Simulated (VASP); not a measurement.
Input of a VASP 6.6.1 run:

The input INCAR:

```
ALGO = Fast ; EDIFF = 1E-6
ENCUT = 520 ; GGA = PS
ISIF = 2 ; ISMEAR = 0
LASPH = T ; LCHARG = F
LREAL = F ; LWAVE = F
NBANDS = 19 ; NELM = 80
PREC = Accurate ; SIGMA = 0.15
```

Contents of KPOINTS:

```
k-points
0
Gamma
  18 18 8
```

The input POSCAR:

```
Cd
1.0
    2.9490837830      0.0000000000      0.0000000000
   -1.4745418915      2.5539814740      0.0000000000
    0.0000000000      0.0000000000      5.6176500000
Cd
2
Direct
    0.3333333333      0.6666666667      0.2500000000
    0.6666666667      0.3333333333      0.7500000000
```

Potentials or basis: VASP PAW PBE potentials, release 64 (Cd).

The run is started by

```console
$ cat potpaw_PBE.64/Cd/POTCAR > POTCAR
$ mpirun -np 1 vasp_std > vasp.out
```

Q: Predict the pressure.

A: 0.1 GPa.

Q: What does it give for the band gap on the k mesh?

A: Zero (band 12 reaches 4.54 eV, above the bottom of band 13 at -0.20 eV).

Stress tensor (GPa, compression positive):
```
 0.23  0.00  0.00
 0.00  0.23  0.00
 0.00  0.00 -0.01
```

Caveat: the cell differs from its parent crystal (strain -0.0100 x Voigt [1, 1, 0, 0, 0, 0]); the PAW data sets were made with another functional, which shifts forces and pressure a little.
